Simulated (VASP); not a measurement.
A run of VASP 6.6.1:

File INCAR:

```
ALGO = Normal ; EDIFF = 1E-6
ENCUT = 520 ; GGA = PE
ISIF = 2 ; ISMEAR = 0
LASPH = True ; LCHARG = True
LELF = True ; LREAL = False
LVHAR = True ; LWAVE = False
NBANDS = 18 ; NELM = 60
PREC = Accurate ; SIGMA = 0.1
```

KPOINTS

```
k-points
0
Gamma
  10 10 10
```

Contents of POSCAR:

```
TiAl3
1.0
    3.9927080794      0.0000000000      0.0000000000
    0.0000000000      3.9927080794      0.0000000000
    0.0000000000      0.0000000000      3.9927080794
Ti Al
1 3
Direct
    0.0000000000      0.0000000000      0.0000000000
    0.5000000000      0.5000000000      0.0000000000
    0.5000000000      0.0000000000      0.5000000000
    0.0000000000      0.5000000000      0.5000000000
```

Potentials or basis: VASP PAW PBE potentials, release 64 (Ti_sv, Al).

The run is started by

```sh
$ cat potpaw_PBE.64/Ti_sv/POTCAR potpaw_PBE.64/Al/POTCAR > POTCAR
$ mpirun -np 1 vasp_std > vasp.out
```

Hardware: 1 thread of Intel Xeon 8259CL, with other jobs on the host.

Q: Estimate the wall time of this run.

A: Wall time 99 s on 1 thread of Intel Xeon 8259CL, with other jobs on the host, peak memory 0.21 GiB. Counts: scf iterations 13, k points 56.
